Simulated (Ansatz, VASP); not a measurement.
**Two plane-wave programs on MgO**

POSCAR

```
MgO
1.0
    0.0000000000      2.1021674168      2.1624996217
    2.1021674168      0.0000000000      2.1624996217
    2.1021674168      2.1021674168      0.0000000000
Mg O
1 1
Direct
    0.0000000000      0.0000000000      0.0000000000
    0.5000000000      0.5000000000      0.5000000000
```

The input INCAR.step1:

```
SYSTEM = MgO
PREC = Accurate
ENCUT = 520
ISMEAR = 0
SIGMA = 0.01
LREAL = .False.
LASPH = .True.
NELM = 80
NBANDS = 11
GGA = PE
ALGO = Normal
EDIFF = 1E-4
LWAVE = .True.
LCHARG = .False.
```

The input INCAR.step2:

```
SYSTEM = MgO
PREC = Accurate
ENCUT = 520
EDIFF = 1E-6
ISMEAR = 0
SIGMA = 0.01
LREAL = .False.
LASPH = .True.
NELM = 80
ALGO = Normal
ISIF = 2
LWAVE = .False.
LCHARG = .False.
METAGGA = R2SCAN
LMIXTAU = .True.
NBANDS = 11
ISTART = 1
```

File KPOINTS:

```
Automatic mesh
0
Gamma
  10 10 10
  0 0 0
```

Input for Ansatz:

```yaml
crystal:
  lattice:
    - [0.0, 2.1021674168, 2.1624996217]
    - [2.1021674168, 0.0, 2.1624996217]
    - [2.1021674168, 2.1021674168, 0.0]
  atoms:
    - { symbol: Mg, position: [0.0, 0.0, 0.0] }
    - { symbol: O, position: [0.5, 0.5, 0.5] }
kpoints:
  mp_grid: { grid: [10, 10, 10] }
  band_path:
    path:
      - [0.0, 0.0, 0.0]
      - [0.5, 0.0, 0.5]
      - [0.625, 0.25, 0.625]
      - [0.375, 0.375, 0.75]
      - [0.5, 0.5, 0.5]
      - [0.5, 0.25, 0.75]
    npoints: 1
hamiltonian:
  xc: r2scan
scf:
  occupations: { method: fixed }
  n_extra_bands: 4
output:
  forces: true
  stress: true
  eigenvalues: true
```

Change from the starting cell: uniaxial_z strain +2.9%.

Alike in both runs: task single point; functional r2SCAN; k mesh 10 × 10 × 10; no spin polarisation.

|  | VASP | Ansatz |
| --- | --- | --- |
| version | VASP 6.6.1 | Ansatz 0.2.0 |
| potentials or method | VASP PAW PBE potentials, release 64 (Mg, O) | plane waves, PAW |
| plane-wave cutoff (eV) | 520 | 500 |
| occupations | gaussian, width 0.01 eV | fixed |
| valence electrons in the cell | 8 | 16 |

Ansatz gave:

```
gap on the k mesh at the Fermi level (eV)                     : 5.36
pressure (GPa)                                                : -4.2
traceless stress, the component that is largest in VASP (GPa) : -3.28
```

**Question.** Estimate VASP's values.

**Answer.** gap on the k mesh at the Fermi level (eV): 5.33; pressure (GPa): -5.3; traceless stress, the component that is largest in VASP (GPa): -3.25.

VASP's potentials were made for PBE, not for r2SCAN. VASP's potentials hold 8 valence electrons a cell and Ansatz's 16, so a difference there can come from the potentials and not from the codes.
